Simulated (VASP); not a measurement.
# H4C in VASP: notebook, part 2 of 2

VASP 6.6.1. The steps go on from the part before.

### Step 4. Single point, PBEsol

Input file INCAR:

```
SYSTEM = H4C
  PREC = Accurate
  ENCUT = 520
  EDIFF = 1E-7
  ISMEAR = -1
  SIGMA = 0.05
  LREAL = Auto
  LASPH = .TRUE.
  NELM = 60
  ALGO = Normal
  ISIF = 2
  LWAVE = .FALSE.
  LCHARG = .FALSE.
  GGA = PS
  NBANDS = 58
```

Input file KPOINTS:

```
Automatic mesh
0
G
  1 1 1
  0 0 0
```

Input file POSCAR:

```
H4C
1.0
    7.3876590000      0.0000000000      0.0000000000
    0.0000000000      7.3876590000      0.0000000000
    0.0000000000      0.0000000000      7.3876590000
C H
8 32
Direct
    0.4386369214      0.7611206744      0.7076260558
   -0.0485810187      0.7875431175      0.5604481744
    0.7807344654      0.4764296782      0.8895104660
    0.2581467282      0.2521096331      0.7433071830
    0.7123501504      0.9051581834      0.0929658502
    0.7330739007      0.2024321913      0.4936069735
    0.1515365016      1.0305429636      0.0998963271
    0.3027210650      0.5321306790      0.2369898232
    0.3170016375      0.7724909880      0.7745078651
    0.4596855377      0.6264095297      0.6355463889
    0.5526513879      0.7805584963      0.7931876661
    0.4322343519      0.8613147954      0.5938146306
   -0.0150792017      0.9187890237      0.6148632469
    0.0481749361      0.6843033768      0.6190865063
   -0.0245679991      0.7791507432      0.4169521089
   -0.1892345058      0.7369993661      0.5914322792
    0.9150259913      0.5312914416      0.9295637495
    0.6805809526      0.5413352186      0.9822868110
    0.7765247421      0.3274108889      0.9092731541
    0.7784874749      0.5066151537      0.7446743278
    0.2670264017      0.2995400843      0.6064573365
    0.3862116538      0.2919734113      0.8102972809
    0.2418898869      0.1113207851      0.7235580310
    0.1402338684      0.2995400843      0.8203275219
    0.8178368818      0.8494030382      0.1778777282
    0.5864645350      0.8352307544      0.1215946757
    0.7455000292      0.8869792176     -0.0534404742
    0.6876873987      1.0530128692      0.1089384337
    0.7557874558      0.3449807307      0.4826021342
    0.7396795115      0.1626225574      0.6423008967
    0.8314135777      0.1246809037      0.4160722632
    0.5974287660      0.1646394345      0.4430767581
    0.2091596269      1.0348474395     -0.0394576956
    0.2143168763      1.1305611155      0.1844291947
    0.1797727805      0.9014222232      0.1665344868
    0.0106122927      1.0522277761      0.0864143838
    0.3284125594      0.3855483855      0.2583633056
    0.1604026390      0.5422150643      0.2030548513
    0.3655149757      0.5678524144      0.1009250698
    0.3325816744      0.6242572918      0.3494882479
```

Potentials or basis: VASP PAW PBE potentials, release 64 (C, H).

The run is started by

```bash
cat potpaw_PBE.64/C/POTCAR potpaw_PBE.64/H/POTCAR > POTCAR
mpirun -np 1 vasp_gam > vasp.out
```

OUTCAR:

```text
SYSTEM = H4C
   PREC = Accurate
   ENCUT = 520
   EDIFF = 1E-7
   ISMEAR = -1
   LREAL = Auto
   LASPH = .TRUE.
   NELM = 60
   ISIF = 2
   GGA = PS

 ion  position               nearest neighbor table
   1  0.439  0.761  0.708-   9 1.03  11 1.06  12 1.12  10 1.14
   2  0.951  0.788  0.560-  15 1.08  13 1.08  16 1.13  14 1.13
   3  0.781  0.476  0.890-  20 1.09  19 1.11  17 1.11  18 1.12
   4  0.258  0.252  0.743-  23 1.06  21 1.07  24 1.10  22 1.11
   5  0.712  0.905  0.093-  25 1.08  26 1.08  28 1.11  27 1.12
   6  0.733  0.202  0.494-  29 1.07  31 1.09  32 1.11  30 1.14
   7  0.152  0.031  0.100-  36 1.06  34 1.07  35 1.09  33 1.11
   8  0.303  0.532  0.237-  38 1.08  40 1.10  37 1.11  39 1.14
   9  0.317  0.772  0.775-   1 1.03
  10  0.460  0.626  0.636-   1 1.14
  11  0.553  0.781  0.793-   1 1.06
  12  0.432  0.861  0.594-   1 1.12
  13  0.985  0.919  0.615-   2 1.08
  14  0.048  0.684  0.619-   2 1.13
[... 24 lines left out ...]
  39  0.366  0.568  0.101-   8 1.14
  40  0.333  0.624  0.349-   8 1.10

  LATTYP: Found a simple cubic cell.
 ALAT       =     7.3876590000

  Lattice vectors:

[... 236 lines left out ...]

 k-point     1 :       0.0000    0.0000    0.0000
  band No.  band energies     occupation
      1     -14.8883      2.00000
      2     -14.5354      2.00000
      3     -14.4058      2.00000
      4     -14.3792      2.00000
      5     -14.3399      2.00000
      6     -14.2413      2.00000
[... 36 lines left out ...]
     43       4.6666      0.00000
     44       4.7138      0.00000
 [bands above 44 left out]

------------------------ aborting loop because EDIFF is reached ----------------------------------------

  FORCE on cell =-STRESS in cart. coord.  units (eV):
  Direction    XX          YY          ZZ          XY          YZ          ZX
  --------------------------------------------------------------------------------------
  -------------------------------------------------------------------------------------
  Total        5.5703592      3.0074635     -0.3821119      0.5513148     -0.4393399      1.0720886
  in kB       22.1346806     11.9506198     -1.5183804      2.1907345     -1.7457846      4.2601094
  external PRESSURE =      10.8556400 kB  Pullay stress =       0.0000000 kB

 VOLUME and BASIS-vectors are now :
 -----------------------------------------------------------------------------
  energy-cutoff  :      520.00
  volume of cell :      403.20
      direct lattice vectors                 reciprocal lattice vectors
     7.387659000  0.000000000  0.000000000     0.135360877  0.000000000  0.000000000
     0.000000000  7.387659000  0.000000000     0.000000000  0.135360877  0.000000000
     0.000000000  0.000000000  7.387659000     0.000000000  0.000000000  0.135360877

 POSITION                                       TOTAL-FORCE (eV/Angst)
 -----------------------------------------------------------------------------------
      3.24050      5.62290      5.22770         1.491910     -0.864332     -3.480780
      7.02876      5.81810      4.14040         0.068693     -2.086677      0.838057
      5.76780      3.51970      6.57140         0.728999     -0.121580      0.855231
      1.90710      1.86250      5.49130         0.352487      0.988938      0.415918
      5.26260      6.68700      0.68680        -0.416934      0.696401     -1.141555
      5.41570      1.49550      3.64660        -0.604684     -1.300482      1.218429
[... 32 lines left out ...]
      2.70030      4.19510      0.74560         0.090710      0.025880      1.187921
      2.45700      4.61180      2.58190         0.321961     -0.196848     -0.103461
 -----------------------------------------------------------------------------------
    total drift:                               -0.005216     -0.007362     -0.008868

  FREE ENERGIE OF THE ION-ELECTRON SYSTEM (eV)
  ---------------------------------------------------
  free  energy   TOTEN  =      -190.4934914163 eV

  energy  without entropy=     -190.4934914162  energy(sigma->0) =     -190.49349142
```

OSZICAR:

```text
N       E                     dE             d eps       ncg     rms          rms(c)
DAV:   1     0.307130826246E+03    0.30713E+03   -0.29312E+04   116   0.947E+02
DAV:   2    -0.168929989003E+03   -0.47606E+03   -0.45678E+03   144   0.204E+02
DAV:   3    -0.213840660558E+03   -0.44911E+02   -0.44605E+02   144   0.655E+01
DAV:   4    -0.215026362505E+03   -0.11857E+01   -0.11835E+01   136   0.128E+01
DAV:   5    -0.215053181956E+03   -0.26819E-01   -0.26806E-01   160   0.180E+00    0.242E+01
DAV:   6    -0.193221517129E+03    0.21832E+02   -0.39277E+01   126   0.186E+01    0.111E+01
DAV:   7    -0.190975156583E+03    0.22464E+01   -0.61691E+00   152   0.776E+00    0.660E+00
DAV:   8    -0.190570848315E+03    0.40431E+00   -0.17002E+00   136   0.420E+00    0.264E+00
DAV:   9    -0.190471248902E+03    0.99599E-01   -0.20085E-01   136   0.138E+00    0.814E-01
DAV:  10    -0.190486010953E+03   -0.14762E-01   -0.57201E-02   128   0.723E-01    0.221E-01
DAV:  11    -0.190492769840E+03   -0.67589E-02   -0.34183E-03   136   0.238E-01    0.105E-01
DAV:  12    -0.190493418487E+03   -0.64865E-03   -0.87285E-04   136   0.132E-01    0.769E-02
DAV:  13    -0.190493472613E+03   -0.54126E-04   -0.45344E-04   136   0.718E-02    0.302E-02
DAV:  14    -0.190493487057E+03   -0.14444E-04   -0.54163E-05   136   0.279E-02    0.994E-03
DAV:  15    -0.190493491195E+03   -0.41380E-05   -0.93699E-06   136   0.155E-02    0.774E-03
DAV:  16    -0.190493491708E+03   -0.51280E-06   -0.41808E-06   136   0.812E-03    0.614E-03
DAV:  17    -0.190493491364E+03    0.34356E-06   -0.14246E-06   136   0.428E-03    0.252E-03
DAV:  18    -0.190493491416E+03   -0.51795E-07   -0.29156E-07   128   0.206E-03
   1 F= -.19049349E+03 E0= -.19049349E+03  d E =-.955080E-10
```

stdout:

```text
POSCAR found type information on POSCAR C H
 POSCAR found :  2 types and      40 ions
 scaLAPACK will be used
 -----------------------------------------------------------------------------
|                                                                             |
|                                                                             |
|     You enforced a specific xc type in the INCAR file but a different       |
|     I HOPE YOU KNOW WHAT YOU ARE DOING!                                     |
|                                                                             |
 -----------------------------------------------------------------------------

 LDA part: xc-table for (Slater+PW92), standard interpolation
 POSCAR, INCAR and KPOINTS ok, starting setup
 FFT: planning ... GRIDC
 FFT: planning ... GRID_SOFT
 FFT: planning ... GRID
 WAVECAR not read
 entering main loop
```

It took 32 s on 1 thread of Intel Xeon 6975P-C (Granite Rapids), shared host; peak memory 0.37 GiB.

What came out:

- Free energy: -190.4935 eV
- Pressure: 1.1 GPa
- Largest force: 3.884 eV/Å
- Band gap on the k mesh: 6.89 eV

Forces in eV/Å, atoms in the order of the input:
```
C    1.492 -0.864 -3.481
C    0.069 -2.087  0.838
C    0.729 -0.122  0.855
C    0.352  0.989  0.416
C   -0.417  0.696 -1.142
C   -0.605 -1.300  1.218
C    1.202 -0.725 -0.758
C    0.204 -0.433 -1.648
H   -2.236 -0.177  1.461
H   -0.458  0.764  0.766
H    0.767  0.419  0.646
H    0.357 -0.146  0.561
H   -0.139  0.550  0.185
H   -0.550  0.605 -0.159
H   -0.010  0.254 -0.789
H    0.748  0.681 -0.169
H   -0.163 -0.377  0.225
H    0.110 -0.135 -0.846
H    0.137  0.376 -0.030
H   -0.766  0.109 -0.012
H   -0.294  0.933 -0.826
H   -0.277 -0.403  0.072
H    0.198 -1.584  0.211
H    0.050  0.312 -0.246
H    0.368  0.102  0.266
H   -0.426 -0.245  0.044
H    0.036 -0.155  0.566
H    0.272 -0.444  0.354
H    0.125  0.949 -0.205
H    0.018  0.244 -1.099
H    0.307 -0.038 -0.075
H    0.100  0.209  0.062
H    0.019 -0.181  0.813
H    0.260  0.857  0.293
H   -0.131 -0.359 -0.162
H   -1.282  0.283  0.138
H    0.213  0.555  0.377
H   -0.792  0.058  0.194
H    0.091  0.026  1.188
H    0.322 -0.197 -0.103
```

Caveat: the k points lie up to 0.85 Å⁻¹ apart; the PAW data sets were made with another functional, which shifts forces and pressure a little.
